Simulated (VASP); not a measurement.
**ZnS3: relaxation of cell and atoms with PBE**

ZnS3:

```
Zn S
1.0
     4.31662    0.00000    0.00000
     0.00000    4.31662    0.00000
     0.00000    0.00000    4.31662
Zn S
1 3
Direct
  0.00000 0.00000 0.00000
  0.00000 0.50000 0.50000
  0.50000 0.00000 0.50000
  0.50000 0.50000 0.00000
```

```
Program                : VASP 6.6.1
Task                   : relaxation of cell and atoms
Functional             : PBE
Potentials or basis    : VASP PAW PBE potentials, release 64 (Zn, S)
Cutoff                 : 600 eV
k mesh                 : 4 × 4 × 4
Occupations            : gaussian, width 0.1 eV
Spin                   : no spin polarisation
Dipole correction      : no
Further INCAR settings : ALGO = Normal; EDIFF = 1e-06; IBRION = 2; EDIFFG = -0.04; NSW = 90; ISIF = 3
```

```
Relaxed volume                         : 16.92 Å³/atom
Relaxed cell                           : a = 4.075 Å, b = 4.075 Å, c = 4.075 Å, α = 90.00°, β = 90.00°, γ = 90.00°
Space group after relaxing (to 0.05 Å) : Pm-3m (No. 221)
Energy gained by relaxing              : 99.3 meV/atom
Ionic steps                            : 3
Pressure after relaxing                : -0.1 GPa
Band gap on the k mesh                 : zero (band 15 reaches 7.20 eV, above the bottom of band 16 at 5.29 eV)
```

Step by step:
```csv
step,energy change (eV),largest force (eV/Å),pressure (GPa),volume (Å³)
1,0.0000,0.0000,-8.49,80.43
2,-0.3938,0.0000,-1.06,68.66
3,-0.3972,0.0000,-0.09,67.67
```

Final structure:
```xyz
4
Lattice="4.0750 0.0000 0.0000 0.0000 4.0750 0.0000 0.0000 0.0000 4.0750" Properties=species:S:1:pos:R:3 pbc="T T T"
Zn    0.0000    0.0000    0.0000
S     0.0000    2.0375    2.0375
S     2.0375    0.0000    2.0375
S     2.0375    2.0375    0.0000
```

Levels at points of the mesh, in eV from the Fermi level:
```
           k point  band 13  band 14  band 15  band 16  band 17  band 18
(0.00, 0.00, 0.00)    -1.12    -1.12    -1.12     0.82     0.82     0.82
(0.50, 0.00, 0.00)    -3.10    -2.12    -2.10     0.48     0.48     2.78
(0.50, 0.50, 0.00)    -2.73    -2.30    -2.30     1.24     1.39     1.52
(0.50, 0.50, 0.50)    -2.78     1.40     1.40     1.40     1.40     1.40
```

It took 77 s on 1 thread of AMD EPYC 9R45 (shared host), peak memory 0.18 GiB.

Caveat: the k points lie up to 0.39 Å⁻¹ apart in the final cell; the volume moved by over 15 % at a fixed basis, so the end points are rough.
